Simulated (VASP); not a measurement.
# Ti (P6/mmm) in VASP: further runs, part 2 of 2

VASP 6.6.1. The steps go on from the part before.

## (4) Relaxation of cell and atoms, PBE

File INCAR:

```
SYSTEM = Ti
ALGO = Fast
EDIFF = 1E-7
EDIFFG = -0.001
ENCUT = 600
GGA = PE
IBRION = 2
ISIF = 3
ISMEAR = -1
LASPH = .True.
LCHARG = .False.
LREAL = .False.
LWAVE = .False.
NELM = 80
NSW = 80
PREC = Accurate
SIGMA = 0.15
```

File KPOINTS:

```
k-points
0
Gamma
  12 12 14
  0 0 0
```

File POSCAR:

```
Ti
1.0
    4.5795363010      0.0000000000      0.0000000000
   -2.2897681505      3.9659947743      0.0000000000
    0.0000000000      0.0000000000      2.8321726474
Ti
3
Direct
    0.0000000000      0.0000000000      0.0000000000
    0.3333333333      0.6666666667      0.5000000000
    0.6666666667      0.3333333333      0.5000000000
```

Potentials or basis: VASP PAW PBE potentials, release 64 (Ti_sv).

Command:

```console
> cat potpaw_PBE.64/Ti_sv/POTCAR > POTCAR
> mpirun -np 1 vasp_std > vasp.out
```

OUTCAR:

```text
SYSTEM = Ti
   EDIFF = 1E-7
   EDIFFG = -0.001
   ENCUT = 600
   GGA = PE
   IBRION = 2
   ISIF = 3
   ISMEAR = -1
   LASPH = .True.
   LREAL = .False.
   NELM = 80
   NSW = 80
   PREC = Accurate

 ion  position               nearest neighbor table
   1  0.000  0.000  0.000-
   2  0.333  0.667  0.500-   3 2.64   3 2.64   3 2.64
   3  0.667  0.333  0.500-   2 2.64   2 2.64   2 2.64

  LATTYP: Found a hexagonal cell.
 ALAT       =     4.5795363010
 C/A-ratio  =     0.6184409209

  Lattice vectors:

 A1 = (   4.5795363010,   0.0000000000,   0.0000000000)
 A2 = (  -2.2897681505,   3.9659947743,   0.0000000000)
 A3 = (   0.0000000000,   0.0000000000,   2.8321726474)

Analysis of symmetry for initial positions (statically):
=====================================================================
 Subroutine PRICEL returns:
 Original cell was already a primitive cell.

 Routine SETGRP: Setting up the symmetry group for a
 hexagonal supercell.

 Subroutine GETGRP returns: Found 24 space group operations
 (whereof 24 operations were pure point group operations)
 out of a pool of 24 trial point group operations.

The static configuration has the point symmetry D_6h.

Analysis of symmetry for dynamics (positions and initial velocities):
=====================================================================
 Subroutine PRICEL returns:
 Original cell was already a primitive cell.

 Routine SETGRP: Setting up the symmetry group for a
 hexagonal supercell.

 Subroutine GETGRP returns: Found 24 space group operations
 (whereof 24 operations were pure point group operations)
 out of a pool of 24 trial point group operations.

The dynamic configuration has the point symmetry D_6h.

 Subroutine INISYM returns: Found 24 space group operations
 (whereof 24 operations are pure point group operations),
 and found     1 'primitive' translations

----------------------------------------------------------------------------------------

                                     Primitive cell

  volume of cell :      51.4391

  direct lattice vectors                    reciprocal lattice vectors
     4.579536301  0.000000000  0.000000000     0.218362719  0.126071775  0.000000000
    -2.289768151  3.965994774  0.000000000     0.000000000  0.252143550  0.000000000
     0.000000000  0.000000000  2.832172647     0.000000000  0.000000000  0.353085819

  length of vectors
     4.579536301  4.579536301  2.832172647     0.252143550  0.252143550  0.353085819

  position of ions in fractional coordinates (direct lattice)
     0.000000000  0.000000000  0.000000000
     0.333333333  0.666666667  0.500000000
     0.666666667  0.333333333  0.500000000

  ion indices of the primitive-cell ions
   primitive index   ion index
                 1           1
                 2           2
                 3           3

----------------------------------------------------------------------------------------

 KPOINTS: k-points

Automatic generation of k-mesh.
 Grid dimensions read from file:
 generate k-points for:   12   12   14

[... 24 lines left out ...]
  0.333333 -0.000000  0.000000      6.000000
  0.416667  0.000000  0.000000      6.000000
[... 16 lines left out ...]
  0.250000  0.000000  0.071429     12.000000
  0.333333 -0.000000  0.071429     12.000000
 [... further k-points ...]
   k-points           NKPTS =    152   k-points in BZ     NKDIM =    152   number of bands    NBANDS=     22
   number of dos      NEDOS =    301   number of ions     NIONS =      3
   total plane-waves  NPLWV =  38400
   dimension x,y,z NGX =    40 NGY =   40 NGZ =   24
   dimension x,y,z NGXF=    80 NGYF=   80 NGZF=   48
   ions per type =               3
   NGX,Y,Z   is equivalent  to a cutoff of  14.52, 14.52, 14.09 a.u.
   NGXF,Y,Z  is equivalent  to a cutoff of  29.04, 29.04, 28.18 a.u.
 SYSTEM =  Ti
   PREC   = accura    normal or accurate (medium, high low for compatibility)
   ISTART =      0    job   : 0-new  1-cont  2-samecut
   ICHARG =      2    charge: 1-file 2-atom 10-const
   ISPIN  =      1    spin polarized calculation?
   LNONCOLLINEAR =      F non collinear calculations
   LSORBIT =      F    spin-orbit coupling
   LASPH  =      T    aspherical Exc in radial PAW
   ENCUT  =  600.0 eV  44.10 Ry    6.64 a.u.   9.15  9.15  5.66*2*pi/ulx,y,z
   NELM   =     80;   NELMIN=  2; NELMDL= -5     # of ELM steps
   EDIFF  = 0.1E-06   stopping-criterion for ELM
   LREAL  =      F    real-space projection
   EDIFFG = -.1E-02   stopping-criterion for IOM
   NSW    =     80    number of steps for IOM
   IBRION =      2    ionic relax: 0-MD 1-quasi-New 2-CG
   NFREE  =      1    steps in history (QN), initial steepest desc. (CG)
   ISIF   =      3    stress and relaxation
   ISYM   =      2    0-nonsym 1-usesym 2-fastsym
   POTIM  = 0.5000    time-step for ionic-motion
   TEBEG  =    0.0;   TEEND  =   0.0 temperature during run
   PSTRESS=    0.0 pullay stress
   NELECT =      36.0000    total number of electrons
   NUPDOWN=      -1.0000    fix difference up-down
   EMIN   =  10.00;   EMAX   =-10.00  energy-range for DOS
   EFERMI =   0.00;   METHOD = LEGACY
   ISMEAR =    -1;   SIGMA  =   0.15  broadening in eV -4-tet -1-fermi 0-gaus
   EFERMI_NEDOS =   21; number of points for ismear=-14 and -15
   IALGO  =     68    algorithm
   IMIX   =      4    mixing-type and parameters
     AMIX     =   0.40;   BMIX     =  1.00
     AMIX_MAG =   1.60;   BMIX_MAG =  1.00
  volume/ion in A,a.u.               =      17.15       115.71
  Fermi-wavevector in a.u.,A,eV,Ry     =   1.453487  2.746693 28.744008  2.112625
  Thomas-Fermi vector in A             =   2.570748
   LORBIT       =      0    0 simple, 1 ext, 2 COOP (PROOUT), +10 PAW based schemes
   GGA     = PE    functional components
   LHFCALC =     F    Hartree Fock is set to
   AEXX    =    0.0000 exact exchange contribution
   IVDW    =     0    specifies the selected vdW correction
   LEPSILON=     F    determine dielectric tensor
   LRPA    =     F    only Hartree local field effects (RPA)
 conjugate gradient relaxation of ions
 non-spin polarized calculation
 RMM-DIIS sequential band-by-band and
  energy-cutoff  :      600.00
  volume of cell :       51.44
 maximum number of plane-waves:      1734
 NGX is ok and might be reduce to    40
   NGX = 19   NGY = 19   NGZ = 11

--------------------------------------- Ionic step        1  -------------------------------------------

 number of electron      35.9999998 magnetization

 Free energy of the ion-electron system (eV)
  ---------------------------------------------------
  ext. energy  EPLUGINS =         0.00000000
  ---------------------------------------------------
  free energy    TOTEN  =       -23.64046297 eV

  energy without entropy =      -23.37583338  energy(sigma->0) =      -23.50814818

------------------------ aborting loop EDIFF was not reached (unconverged)  ----------------------------

  FORCE on cell =-STRESS in cart. coord.  units (eV):
  Direction    XX          YY          ZZ          XY          YZ          ZX
  --------------------------------------------------------------------------------------
  -------------------------------------------------------------------------------------
  Total        0.0832955      0.0832955     -0.0820244      0.0000000      0.0000000      0.0000000
  in kB        2.5944100      2.5944100     -2.5548200      0.0000000      0.0000000      0.0000000
  external PRESSURE =       0.8780000 kB  Pullay stress =       0.0000000 kB
[... 172 lines left out ...]
--------------------------------------- Ionic step        6  -------------------------------------------

 number of electron      35.9999998 magnetization

 Free energy of the ion-electron system (eV)
  ---------------------------------------------------
  ext. energy  EPLUGINS =         0.00000000
  ---------------------------------------------------
  free energy    TOTEN  =       -23.64076929 eV

  energy without entropy =      -23.37424116  energy(sigma->0) =      -23.50750523

 E-fermi :   8.3190     XC(G=0): -11.5501

 val. band max:        8.3173790178   @ k =   0.3333   0.3333   0.2143
 cond. band min:       8.3224631614   @ k =   0.4167   0.0000   0.1429
 fundamental gap:      0.0050841435
 Fermi energy:         8.3189919634

 k-point     1 :       0.0000    0.0000    0.0000
  band No.  band energies     occupation
      1     -48.4935      2.00000
      2     -48.2802      2.00000
      3     -48.1237      2.00000
      4     -24.8034      2.00000
      5     -24.8034      2.00000
      6     -24.7437      2.00000
[... 589 lines left out ...]
     21       8.9903      0.02252
     22       9.5154      0.00069

 [... further k-points ...]

------------------------ aborting loop because EDIFF is reached ----------------------------------------

  FORCE on cell =-STRESS in cart. coord.  units (eV):
  Direction    XX          YY          ZZ          XY          YZ          ZX
  --------------------------------------------------------------------------------------
  -------------------------------------------------------------------------------------
  Total        0.0004074      0.0004074     -0.0007765      0.0000000      0.0000000      0.0000000
  in kB        0.0126746      0.0126746     -0.0241560      0.0000000      0.0000000      0.0000000
  external PRESSURE =       0.0003978 kB  Pullay stress =       0.0000000 kB
[... 18 lines left out ...]
  FREE ENERGIE OF THE ION-ELECTRON SYSTEM (eV)
  ---------------------------------------------------
  free  energy   TOTEN  =       -23.6407692904 eV

  energy  without entropy=      -23.3742411598  energy(sigma->0) =      -23.50750523

 reached required accuracy - stopping structural energy minimisation
```

Run time: 14 min. Hardware: 1 thread of Intel Xeon 6975P-C (Granite Rapids), shared host; peak memory 0.32 GiB.

Results:

| Item | Value |
| --- | --- |
| Free energy | -23.6408 eV |
| Relaxed volume | 17.17 Å³/atom |
| Relaxed cell | a = 4.586 Å, b = 4.586 Å, c = 2.828 Å, α = 90.00°, β = 90.00°, γ = 120.00° |
| Space group after relaxing (to 0.05 Å) | P6/mmm (No. 191) |
| Energy gained by relaxing | 0.1 meV/atom |
| Ionic steps | 6 |
| Pressure after relaxing | 0.0 GPa |
| Band gap on the k mesh | zero (band 18 reaches 8.54 eV, above the bottom of band 19 at 8.29 eV) |

The path:
```csv
step,energy change (eV),largest force (eV/Å),pressure (GPa),volume (Å³)
1,0.0000,0.0000,0.09,51.44
2,-0.0003,0.0000,0.00,51.51
3,-0.0003,0.0000,-0.01,51.51
4,-0.0003,0.0000,0.01,51.50
5,-0.0003,0.0000,0.00,51.50
6,-0.0003,0.0000,0.00,51.50
```

Final structure:
```
Ti
1.0
     4.58596    0.00000    0.00000
    -2.29298    3.97156    0.00000
     0.00000    0.00000    2.82774
Ti
3
Direct
  0.00000 0.00000 0.00000
  0.33333 0.66667 0.50000
  0.66667 0.33333 0.50000
```

## (5) Summary

```tsv
task	cell	k mesh	cutoff (eV)	smearing	gap on the mesh (eV)	pressure (GPa)
single point	a = 4.580, b = 4.580, c = 2.832 Å, angles 90.0, 90.0, 120.0°, 3 atoms	9 × 9 × 12	520	gaussian 0.1 eV	none	-0.2
relaxation of shape and atoms at fixed volume	relaxed from a = 4.559, b = 4.559, c = 2.811 Å, angles 90.0, 90.0, 120.0°, 3 atoms	12 × 12 × 14	600	fermi-dirac 0.15 eV	none	2.0
relaxation of cell and atoms	relaxed from a = 4.580, b = 4.580, c = 2.832 Å, angles 90.0, 90.0, 120.0°, 3 atoms	12 × 12 × 14	600	fermi-dirac 0.15 eV	none	0.0
```

Alike in all rows: level PBE; potentials or basis VASP PAW PBE potentials, release 64 (Ti_sv); no spin polarisation.

Total energies depend on the potentials used, so only differences within one code and one set of settings carry meaning.
